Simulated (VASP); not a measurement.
Here is a VASP 6.6.1 calculation.

File INCAR:

```
PREC = Accurate
ENCUT = 520
EDIFF = 1E-8
ISMEAR = -1
SIGMA = 0.05
LREAL = False
LASPH = True
NELM = 100
ALGO = Normal
ISIF = 2
LWAVE = False
LCHARG = False
GGA = PE
LEFG = True
NBANDS = 20
```

File KPOINTS:

```
Automatic mesh
0
Gamma
  18 18 10
```

The input POSCAR:

```
Ga
1.0
    3.0408462604      0.0000000000      0.0000000000
   -1.5204231302      2.6334501105      0.0000000000
    0.0000000000      0.0000000000      4.9142798557
Ga
2
Direct
    0.3333333333      0.6666666667      0.2500000000
    0.6666666667      0.3333333333      0.7500000000
```

Potentials or basis: VASP PAW PBE potentials, release 64 (Ga_d).

Launch:

```sh
$ cat potpaw_PBE.64/Ga_d/POTCAR > POTCAR
$ mpirun -np 1 vasp_std > vasp.out
```

Task: Predict the band gap on the k mesh.

Result: Zero (bands 13 and 14 overlap by 7.25 eV).

Task: Estimate the pressure.

Result: -1.2 GPa.

Electric field gradients, principal values (V/Å²):
```
atom  least  middle  greatest (by size)
1 Ga  0.978   0.984              -1.961
2 Ga  0.978   0.984              -1.961
```

Caveat: without QUAD_EFG the Cq values of the log hold for a quadrupole moment of 1 mb, not for the nuclei.
